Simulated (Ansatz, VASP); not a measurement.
# One calculation of CuI, two programs

File INCAR:

```
PREC = Accurate
ENCUT = 520
EDIFF = 1E-8
ISMEAR = -1
SIGMA = 0.02
LREAL = False
LASPH = True
NELM = 100
ALGO = Normal
ISIF = 2
LWAVE = False
LCHARG = False
GGA = CA
LEFG = True
NBANDS = 26
```

Contents of KPOINTS:

```
Automatic mesh
0
Gamma
  5 5 6
```

File POSCAR:

```
CuI
1.0
    3.7331675900     -3.7110863700      0.0000000000
    3.7331675900      3.7110863700      0.0000000000
    0.0000000000      0.0000000000      4.2208577166
Cu I
2 2
Direct
    0.4204388300      0.5795611700      0.7500000000
    0.5795611700      0.4204388300      0.2500000000
    0.7700426800      0.2299573200      0.7500000000
    0.2299573200      0.7700426800      0.2500000000
```

Input for Ansatz:

```yaml
crystal:
  lattice:
    - [3.73316759, -3.71108637, 0.0]
    - [3.73316759, 3.71108637, 0.0]
    - [0.0, 0.0, 4.2208577166]
  atoms:
    - { symbol: Cu, position: [0.42043883, 0.57956117, 0.75] }
    - { symbol: Cu, position: [0.57956117, 0.42043883, 0.25] }
    - { symbol: I, position: [0.77004268, 0.22995732, 0.75] }
    - { symbol: I, position: [0.22995732, 0.77004268, 0.25] }
kpoints:
  mp_grid: { grid: [5, 5, 6] }
scf:
  occupations: { method: fermi_dirac, width: 0.02 }
hamiltonian:
  xc: lda
  pseudopotentials: { kind: all_electron, datasets: crystal }
output:
  forces: true
  stress: true
  eigenvalues: true
  efg: { contact_densities: true }
```

Change from the starting cell: zz strain of -2 %, crystal datasets.

Alike in both runs: task electric field gradients; functional LDA; k mesh 5 × 5 × 6; occupations fermi-dirac, width 0.02 eV; no spin polarisation.

|  | VASP | Ansatz |
| --- | --- | --- |
| version | VASP 6.6.1 | Ansatz 0.2.0 |
| potentials or method | VASP PAW LDA potentials, release 64 (Cu, I), cutoff 520 eV | all-electron PAW with datasets made for the crystal, scalar-relativistic |

```tsv
	VASP	Ansatz	Ansatz less VASP
gap on the k mesh at the Fermi level (eV)	0.87	0.83	-0.040
pressure (GPa)	-1.8	-1.9	-0.11
traceless stress, the component that is largest in VASP (GPa)	-0.76	-0.75	+0.006
rms of the force components (eV/Å)	0.087	0.092	+0.0051
size of Vzz on the site where it differs most (V/Å²)	63.6	45.7	-17.88
```

LDA's correlation is that of Perdew and Zunger in VASP and of Perdew and Wang (1992) in Ansatz. Atom by atom the forces differ by 0.010 eV/Å (rms over components). Ansatz ran all-electron here, and VASP with PAW potentials.

Spin-orbit coupling is off throughout.
